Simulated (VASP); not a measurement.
Here is a VASP 6.6.1 calculation.

The input INCAR:

```
SYSTEM = CoO
PREC = Accurate
ENCUT = 700
EDIFF = 1E-6
ISMEAR = -1
SIGMA = 0.05
LREAL = .FALSE.
LASPH = .TRUE.
NELM = 120
ALGO = Normal
ISIF = 2
LWAVE = .FALSE.
LCHARG = .FALSE.
GGA = PE
NBANDS = 18
GGA_COMPAT = .FALSE.
```

KPOINTS

```
regular mesh
0
G
  10 10 10
  0 0 0
```

Contents of POSCAR:

```
CoO
1.0
    1.6022198417      0.9250420569      2.5664708903
   -1.6022198417      0.9250420569      2.5664708903
    0.0000000000     -1.8500841138      2.5664708903
Co O
1 1
Direct
    0.9989783200      0.9989783200      0.9989783200
    0.7510210300      0.7510210300      0.7510210300
```

Potentials or basis: VASP PAW PBE potentials, release 64 (Co_sv, O).

Command:

```console
$ cat potpaw_PBE.64/Co_sv/POTCAR potpaw_PBE.64/O/POTCAR > POTCAR
$ mpirun -np 1 vasp_std > vasp.out
```

**Question.** What does it give for the band gap on the k mesh?

**Answer.** Zero (an odd number of electrons rules out a gap without spin polarisation).

**Question.** What does it give for the pressure?

**Answer.** -14.8 GPa.

Forces in eV/Å, atoms in the order of the input:
```
Co   0.000  0.000  0.200
O    0.000  0.000 -0.200
```

Caveat: the cell stands under tension; an odd number of electrons without spin polarisation forces a metal; a magnetic or distorted state may lie lower; the run has no spin polarisation, though such a crystal can be magnetic; semilocal functionals often make such compounds metallic where correlation or magnetic order opens a gap, which also shifts bond lengths. With open d or f shells a metallic result of PBE can be an artefact of self-interaction; +U or a hybrid may open a gap.
